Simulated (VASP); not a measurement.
Set up this calculation in VASP 6.6.1, as the native input.

```
Task                   : single point
Functional             : PBEsol
Potentials or basis    : VASP PAW PBE potentials, release 64 (Hf_pv, N)
Cutoff                 : 520 eV
k mesh                 : 16 × 16 × 16
Occupations            : gaussian, width 0.15 eV
Spin                   : no spin polarisation
Dipole correction      : no
Further INCAR settings : ALGO = Normal; EDIFF = 1e-06; NBANDS = 14
```

The structure of HfN lies in POSCAR:

```
HfN
1.0
    0.0000000000      2.4548220000      2.2707103500
    2.4548220000      0.0000000000      2.2707103500
    2.4548220000      2.4548220000      0.0000000000
Hf N
1 1
Direct
    0.0000000000      0.0000000000      0.0000000000
    0.7500000000      0.7500000000      0.7500000000
```

This cell differs from its parent crystal: strain -0.0750 x Voigt [0, 0, 1, 0, 0, 0].

These files were run (other wordings do the same):

INCAR

```
SYSTEM = HfN
PREC     = Accurate       ! precision mode
ENCUT    = 520            ! plane-wave cutoff, eV
EDIFF    = 1E-6           ! SCF threshold, eV
ISMEAR   = 0              ! smearing method
SIGMA    = 0.15           ! smearing width, eV
LREAL    = .FALSE.        ! projectors in reciprocal space
LASPH    = .TRUE.         ! aspherical terms in the spheres
NELM     = 80             ! most SCF steps
ALGO     = Normal         ! electronic algorithm
ISIF     = 2              ! what is computed and relaxed
LWAVE    = .FALSE.        ! write WAVECAR
LCHARG   = .FALSE.        ! write CHGCAR
GGA      = PS             ! functional
NBANDS   = 14             ! bands
```

KPOINTS

```
Automatic mesh
0
G
  16 16 16
  0 0 0
```

Potentials or basis: VASP PAW PBE potentials, release 64 (Hf_pv, N).

The run is started by

```sh
$ cat potpaw_PBE.64/Hf_pv/POTCAR potpaw_PBE.64/N/POTCAR > POTCAR
$ mpirun -np 1 vasp_std > vasp.out
```

Results of the run:

```yaml
Pressure: 10.5 GPa
```

Caveat: the cell differs from its parent crystal (strain -0.0750 x Voigt [0, 0, 1, 0, 0, 0]); the PAW data sets were made with another functional, which shifts forces and pressure a little.

Wall time 2.2 min on 1 thread of Intel(R) Xeon(R) Platinum 8259CL CPU @ 2.50GHz (Skylake/Cascade Lake) (shared host), peak memory 0.27 GiB.
